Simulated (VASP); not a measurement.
A run of VASP 6.6.1 is set up as follows.

INCAR

```
  PREC = Accurate
  ENCUT = 520
  EDIFF = 1E-6
  ISMEAR = 0
  SIGMA = 0.15
  LREAL = F
  LASPH = T
  NELM = 60
  ALGO = Normal
  ISIF = 2
  LWAVE = F
  LCHARG = F
  GGA = PE
  NBANDS = 12
```

Contents of KPOINTS:

```
Automatic mesh
0
Gamma
  26 26 26
```

Contents of POSCAR:

```
Ta
1.0
   -1.7257706129      1.7257706129      1.7257706129
    1.7257706129     -1.7257706129      1.7257706129
    1.7257706129      1.7257706129     -1.7257706129
Ta
1
Direct
    0.0000000000      0.0000000000      0.0000000000
```

Potentials or basis: VASP PAW PBE potentials, release 64 (Ta_pv).

Launch:

```sh
$ cat potpaw_PBE.64/Ta_pv/POTCAR > POTCAR
$ mpirun -np 1 vasp_std > vasp.out
```

Q: Predict the pressure.

A: -18.3 GPa.

Q: Estimate the band gap on the k mesh.

A: Zero (an odd number of electrons rules out a gap without spin polarisation).

Caveat: the cell differs from its parent crystal (strain +0.040 along x and y, +0.040 along z); the cell stands under tension; spin-orbit coupling is left out, which moves the levels of the heavy elements.
